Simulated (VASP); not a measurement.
# KBr (R-3m) in VASP: further runs, part 2 of 2

VASP 6.6.1. Earlier steps stand in the parts before.

## 4. Single point, PBE

This run uses another cell than the first one, of the same volume but with other edges.

Input file INCAR:

```
PREC     = Accurate       # precision mode
ENCUT    = 520            # plane-wave cutoff, eV
EDIFF    = 1E-6           # SCF threshold, eV
ISMEAR   = 0              # smearing method
SIGMA    = 0.05           # smearing width, eV
LREAL    = False          # projectors in reciprocal space
LASPH    = True           # aspherical terms in the spheres
NELM     = 60             # most SCF steps
ALGO     = Normal         # electronic algorithm
ISIF     = 2              # what is computed and relaxed
LWAVE    = False          # write WAVECAR
LCHARG   = False          # write CHGCAR
GGA      = PE             # functional
NBANDS   = 15             # bands
```

Input file KPOINTS:

```
Automatic mesh
0
Gamma
  8 8 8
```

Input file POSCAR:

```
KBr
1.0
   -0.3475784230      3.1282058066      3.1282058066
    3.1282058066     -0.3475784230      3.1282058066
    3.1282058066      3.1282058066     -0.3475784230
K Br
1 1
Direct
    0.0000000000      0.0000000000      0.0000000000
    0.5000000000      0.5000000000      0.5000000000
```

Launch:

```sh
cat potpaw_PBE.64/K_sv/POTCAR potpaw_PBE.64/Br/POTCAR > POTCAR
mpirun -np 1 vasp_std > vasp.out
```

It took 72 s on 1 thread of Intel Xeon Platinum 8488C (Sapphire Rapids), shared host; peak memory 0.24 GiB.

It converged, with:

| Quantity | Value |
| --- | --- |
| Free energy | -6.1825 eV |
| Pressure | 0.7 GPa |
| Band gap on the k mesh | 4.17 eV, direct |

Stress tensor (GPa, compression positive):
```
0.68 0.36 0.36
0.36 0.68 0.36
0.36 0.36 0.68
```

Levels at points of the mesh, in eV from the valence-band top:
```tsv
k point	band 4	band 5	band 6	band 7	band 8	band 9	band 10	band 11	band 12	band 13
(0.00, 0.00, 0.00)	-11.54	-11.54	-0.28	-0.28	0.00	4.17	6.95	6.95	8.31	8.31
(0.50, 0.00, 0.00)	-11.54	-11.27	-1.44	-0.56	-0.30	6.39	7.71	8.86	9.50	10.02
(0.50, 0.50, 0.00)	-11.59	-11.56	-1.06	-0.66	-0.31	5.62	6.93	9.00	9.21	9.27
(0.50, 0.50, 0.50)	-11.56	-11.37	-1.34	-0.77	-0.77	6.37	8.35	9.32	9.32	9.89
```

## 5. Single point, PBE

This run uses another cell than the first one, of the same volume but with other edges.

Input file INCAR:

```
PREC     = Accurate       # precision mode
ENCUT    = 520            # plane-wave cutoff, eV
EDIFF    = 1E-6           # SCF threshold, eV
ISMEAR   = 0              # smearing method
SIGMA    = 0.05           # smearing width, eV
LREAL    = F              # projectors in reciprocal space
LASPH    = T              # aspherical terms in the spheres
NELM     = 80             # most SCF steps
ALGO     = Normal         # electronic algorithm
ISIF     = 2              # what is computed and relaxed
LWAVE    = F              # write WAVECAR
LCHARG   = F              # write CHGCAR
GGA      = PE             # functional
NBANDS   = 15             # bands
```

Input file KPOINTS:

```
regular mesh
0
Gamma
  8 8 8
```

Input file POSCAR:

```
KBr
1.0
    0.4131148167      3.5114759418      3.5114759418
    3.5114759418      0.4131148167      3.5114759418
    3.5114759418      3.5114759418      0.4131148167
K Br
1 1
Direct
    0.0000000000      0.0000000000      0.0000000000
    0.5000000000      0.5000000000      0.5000000000
```

Potentials or basis: VASP PAW PBE potentials, release 64 (K_sv, Br).

Launch:

```sh
cat potpaw_PBE.64/K_sv/POTCAR potpaw_PBE.64/Br/POTCAR > POTCAR
mpirun -np 1 vasp_std > vasp.out
```

OUTCAR:

```text
PREC = Accurate
   ENCUT = 520
   EDIFF = 1E-6
   ISMEAR = 0
   LREAL = F
   LASPH = T
   NELM = 80
   ISIF = 2
   GGA = PE

 ion  position               nearest neighbor table
   1  0.000  0.000  0.000-
   2  0.500  0.500  0.500-

  LATTYP: Found a trigonal (rhomboedric) cell.
 ALAT       =     4.9831305854
 COS(alpha) =     0.6134020619

  Lattice vectors:

 A1 = (   0.4131148167,   3.5114759418,   3.5114759418)
 A2 = (   3.5114759418,   0.4131148167,   3.5114759418)
 A3 = (   3.5114759418,   3.5114759418,   0.4131148167)

Analysis of symmetry for initial positions (statically):
=====================================================================
 Subroutine PRICEL returns:
 Original cell was already a primitive cell.

 Routine SETGRP: Setting up the symmetry group for a
 trigonal (rhombohedral) supercell.

 Subroutine GETGRP returns: Found 12 space group operations
 (whereof 12 operations were pure point group operations)
 out of a pool of 12 trial point group operations.

The static configuration has the point symmetry D_3d.

Analysis of symmetry for dynamics (positions and initial velocities):
[... 169 lines left out ...]
      1     -29.5782      2.00000
      2     -13.9426      2.00000
      3     -13.0537      2.00000
      4     -13.0537      2.00000
      5     -13.0328      2.00000
      6      -1.9356      2.00000
      7      -1.4423      2.00000
      8      -1.4423      2.00000
      9       2.6270      0.00000
     10       5.2542      0.00000
     11       6.3307      0.00000
     12       6.3307      0.00000
     13       6.9107      0.00000
     14       6.9107      0.00000
[... 401 lines left out ...]
      2     -14.0565      2.00000
      3     -13.0735      2.00000
      4     -13.0633      2.00000
      5     -12.8566      2.00000
      6      -2.4458      2.00000
      7      -2.0475      2.00000
      8      -1.6972      2.00000
      9       4.2750      0.00000
     10       6.0270      0.00000
     11       6.8175      0.00000
     12       7.1693      0.00000
     13       7.3590      0.00000
     14       8.3621      0.00000
     15       9.3791      0.00000

 [... further k-points ...]
[... 5 lines left out ...]
  --------------------------------------------------------------------------------------
  -------------------------------------------------------------------------------------
  Total        0.2829757      0.2829757      0.2829757     -0.3900460     -0.3900460     -0.3900460
  in kB        6.3511496      6.3511496      6.3511496     -8.7542525     -8.7542525     -8.7542525
  external PRESSURE =       6.3511496 kB  Pullay stress =       0.0000000 kB

 VOLUME and BASIS-vectors are now :
 -----------------------------------------------------------------------------
  energy-cutoff  :      520.00
  volume of cell :       71.39
      direct lattice vectors                 reciprocal lattice vectors
     0.413114817  3.511475942  3.511475942    -0.170340950  0.152410324  0.152410324
     3.511475942  0.413114817  3.511475942     0.152410324 -0.170340950  0.152410324
     3.511475942  3.511475942  0.413114817     0.152410324  0.152410324 -0.170340950

 POSITION                                       TOTAL-FORCE (eV/Angst)
 -----------------------------------------------------------------------------------
      0.00000      0.00000      0.00000        -0.000000      0.000000      0.000000
      3.71803      3.71803      3.71803         0.000000     -0.000000     -0.000000
 -----------------------------------------------------------------------------------
    total drift:                                0.000000     -0.000000     -0.000000

  FREE ENERGIE OF THE ION-ELECTRON SYSTEM (eV)
  ---------------------------------------------------
  free  energy   TOTEN  =        -6.1495615501 eV

  energy  without entropy=       -6.1495615501  energy(sigma->0) =       -6.14956155
```

OSZICAR:

```text
N       E                     dE             d eps       ncg     rms          rms(c)
DAV:   1     0.996162822588E+02    0.99616E+02   -0.68148E+03  1950   0.933E+02
DAV:   2     0.167829744323E-01   -0.99599E+02   -0.92142E+02  2462   0.227E+02
DAV:   3    -0.611092341964E+01   -0.61277E+01   -0.60914E+01  2707   0.503E+01
DAV:   4    -0.633845413260E+01   -0.22753E+00   -0.22748E+00  2955   0.861E+00
DAV:   5    -0.634019210036E+01   -0.17380E-02   -0.17379E-02  2791   0.849E-01    0.303E+00
DAV:   6    -0.615711025222E+01    0.18308E+00   -0.20854E-01  2482   0.228E+00    0.222E+00
DAV:   7    -0.614007776364E+01    0.17032E-01   -0.10963E-01  2727   0.185E+00    0.103E+00
DAV:   8    -0.614839935671E+01   -0.83216E-02   -0.13923E-02  2174   0.841E-01    0.115E-01
DAV:   9    -0.614918841558E+01   -0.78906E-03   -0.82672E-04  2769   0.185E-01    0.800E-02
DAV:  10    -0.614954192970E+01   -0.35351E-03   -0.38141E-04  2048   0.113E-01    0.142E-02
DAV:  11    -0.614955894307E+01   -0.17013E-04   -0.29954E-05  2734   0.318E-02    0.639E-03
DAV:  12    -0.614956144969E+01   -0.25066E-05   -0.48320E-06  2089   0.153E-02    0.234E-03
DAV:  13    -0.614956155010E+01   -0.10040E-06   -0.12460E-07  2207   0.197E-03
   1 F= -.61495616E+01 E0= -.61495616E+01  d E =-.302826E-12
```

Run time: 1.9 min. Hardware: 1 thread of Intel Xeon Platinum 8488C (Sapphire Rapids), shared host; peak memory 0.26 GiB.

What came out:

| Quantity | Value |
| --- | --- |
| Free energy | -6.1496 eV |
| Pressure | 0.6 GPa |
| Band gap on the k mesh | 4.07 eV, direct |

Stress tensor (GPa, compression positive):
```
 0.64 -0.88 -0.88
-0.88  0.64 -0.88
-0.88 -0.88  0.64
```

 A k mesh can miss the band edges.

## 6. Single point, PBE

This run uses another cell than the first one, of the same volume but with other edges.

Input file INCAR:

```
PREC = Accurate ; ENCUT = 520
EDIFF = 1E-6 ; ISMEAR = 0
SIGMA = 0.05 ; LREAL = False
LASPH = True ; NELM = 60
ALGO = Normal ; ISIF = 2
LWAVE = False ; LCHARG = False
GGA = PE ; NBANDS = 15
```

KPOINTS is that of step 5.

Input file POSCAR:

```
KBr
1.0
    1.2874081599      4.0461399311      4.0461399311
    4.0461399311      1.2874081599      4.0461399311
    4.0461399311      4.0461399311      1.2874081599
K Br
1 1
Direct
    0.0000000000      0.0000000000      0.0000000000
    0.5000000000      0.5000000000      0.5000000000
```

Potentials or basis: VASP PAW PBE potentials, release 64 (K_sv, Br).

Launch:

```sh
cat potpaw_PBE.64/K_sv/POTCAR potpaw_PBE.64/Br/POTCAR > POTCAR
mpirun -np 1 vasp_std > vasp.out
```

OUTCAR:

```text
PREC = Accurate
   ENCUT = 520
   EDIFF = 1E-6
   ISMEAR = 0
   LREAL = False
   LASPH = True
   NELM = 60
   ISIF = 2
   GGA = PE

 ion  position               nearest neighbor table
   1  0.000  0.000  0.000-
   2  0.500  0.500  0.500-

  LATTYP: Found a trigonal (rhomboedric) cell.
 ALAT       =     5.8651441972
 COS(alpha) =     0.7787610619

  Lattice vectors:

 A1 = (   1.2874081599,   4.0461399311,   4.0461399311)
 A2 = (   4.0461399311,   1.2874081599,   4.0461399311)
 A3 = (   4.0461399311,   4.0461399311,   1.2874081599)
[... 607 lines left out ...]
      9       3.0767      0.00000
     10       5.5049      0.00000
     11       7.0125      0.00000
     12       7.3887      0.00000
     13       7.6133      0.00000
     14       8.3402      0.00000
     15       8.3890      0.00000

 [... further k-points ...]
[... 5 lines left out ...]
  --------------------------------------------------------------------------------------
  -------------------------------------------------------------------------------------
  Total       -0.1397617     -0.1397617     -0.1397617     -2.0642488     -2.0642488     -2.0642488
  in kB       -3.1368323     -3.1368323     -3.1368323    -46.3303184    -46.3303184    -46.3303184
  external PRESSURE =      -3.1368323 kB  Pullay stress =       0.0000000 kB

 VOLUME and BASIS-vectors are now :
 -----------------------------------------------------------------------------
  energy-cutoff  :      520.00
  volume of cell :       71.39
      direct lattice vectors                 reciprocal lattice vectors
     1.287408160  4.046139931  4.046139931    -0.206119151  0.156366253  0.156366253
     4.046139931  1.287408160  4.046139931     0.156366253 -0.206119151  0.156366253
     4.046139931  4.046139931  1.287408160     0.156366253  0.156366253 -0.206119151

 POSITION                                       TOTAL-FORCE (eV/Angst)
 -----------------------------------------------------------------------------------
      0.00000      0.00000      0.00000         0.000000      0.000000      0.000000
      4.68984      4.68984      4.68984        -0.000000      0.000000     -0.000000
 -----------------------------------------------------------------------------------
    total drift:                               -0.000000     -0.000000     -0.000000

  FREE ENERGIE OF THE ION-ELECTRON SYSTEM (eV)
  ---------------------------------------------------
  free  energy   TOTEN  =        -5.3721356987 eV

  energy  without entropy=       -5.3721356987  energy(sigma->0) =       -5.37213570
```

It took 2.5 min on 1 thread of Intel Xeon Platinum 8488C (Sapphire Rapids), shared host; peak memory 0.35 GiB.

Results:

* Free energy: -5.3721 eV
* Pressure: -0.3 GPa
* Band gap on the k mesh: 1.49 eV, direct

Stress tensor (GPa, compression positive):
```
-0.31 -4.63 -4.63
-4.63 -0.31 -4.63
-4.63 -4.63 -0.31
```

## 7. Summary

| cell | gap on the mesh (eV) | pressure (GPa) |
| --- | --- | --- |
| a = 5.348 Å, angles 45.7°, 2 atoms | 3.19 | 0.1 |
| a = 4.180 Å, angles 82.7°, 2 atoms | 3.77 | -0.6 |
| a = 4.438 Å, angles 67.3°, 2 atoms | 4.17 | 0.7 |
| a = 4.983 Å, angles 52.2°, 2 atoms | 4.07 | 0.6 |
| a = 5.865 Å, angles 38.9°, 2 atoms | 1.49 | -0.3 |

Alike in all rows: task single point; level PBE; potentials or basis VASP PAW PBE potentials, release 64 (K_sv, Br); no spin polarisation; k mesh 8 × 8 × 8; cutoff (eV) 520; smearing gaussian 0.05 eV.

Absolute energies hang on the potentials; compare differences alone.
